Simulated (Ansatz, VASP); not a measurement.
# Hf in VASP and in Ansatz

```
Hf
1.0
     3.19670    0.00000    0.00000
    -1.59835    2.76842    0.00000
     0.00000    0.00000    5.62680
Hf
2
Direct
  0.33333 0.66667 0.25000
  0.66667 0.33333 0.75000
```

Change from the starting cell: strain +0.1125 x Voigt [0, 0, 1, 0, 0, 0], atoms carried along.

Alike in both runs: task single point; functional PBEsol; k mesh 18 × 18 × 10; occupations gaussian, width 0.15 eV; no spin polarisation.

|  | VASP | Ansatz |
| --- | --- | --- |
| version | VASP 6.6.1 | Ansatz 0.2.0 |
| potentials or method | VASP PAW PBE potentials, release 64 (Hf_pv), cutoff 520 eV | scalar-relativistic, plane waves, PAW |
| valence electrons in the cell | 20 | 52 |

|  | VASP | Ansatz | Ansatz less VASP |
| --- | --- | --- | --- |
| gap on the k mesh at the Fermi level (eV) | none | none | - |
| pressure (GPa) | -12.8 | -12.4 | +0.34 |
| traceless stress, the component that is largest in VASP (GPa) | -6.35 | -6.37 | -0.023 |

VASP's potentials were made for PBE, not for PBEsol. A gap of «none» marks a metal or a gap that the smearing closes. The functional is the same, so the differences come from potentials, cutoffs and numerics. VASP's potentials hold 20 valence electrons a cell and Ansatz's 52, so a difference there can come from the potentials and not from the codes.

Spin-orbit coupling is off throughout.
